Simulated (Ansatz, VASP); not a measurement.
**One calculation of ScH3, two programs**

```
CELL_PARAMETERS angstrom
0.00000 2.35292 2.35292
2.30587 0.00000 2.35292
2.30587 2.35292 0.00000
ATOMIC_POSITIONS crystal
Sc 0.00000 0.00000 0.00000
H 0.50000 0.50000 0.50000
H 0.25000 0.25000 0.25000
H 0.75000 0.75000 0.75000
```

Change from the starting cell: strain e1 = -0.02, atoms carried along.

Alike in both runs: task single point; functional PBEsol; k mesh 10 × 10 × 10; occupations gaussian, width 0.05 eV; no spin polarisation.

```csv
,VASP,Ansatz
version,VASP 6.6.1,Ansatz 0.2.0
potentials or method,"VASP PAW PBE potentials, release 64 (Sc_sv, H), cutoff 520 eV","scalar-relativistic, plane waves, PAW"
valence electrons in the cell,14,14
```

|  | VASP | Ansatz | Ansatz less VASP |
| --- | --- | --- | --- |
| pressure (GPa) | 2.7 | 2.5 | -0.25 |
| traceless stress, the component that is largest in VASP (GPa) | 0.12 | 0.12 | +0.004 |

VASP's potentials were made for PBE, not for PBEsol.
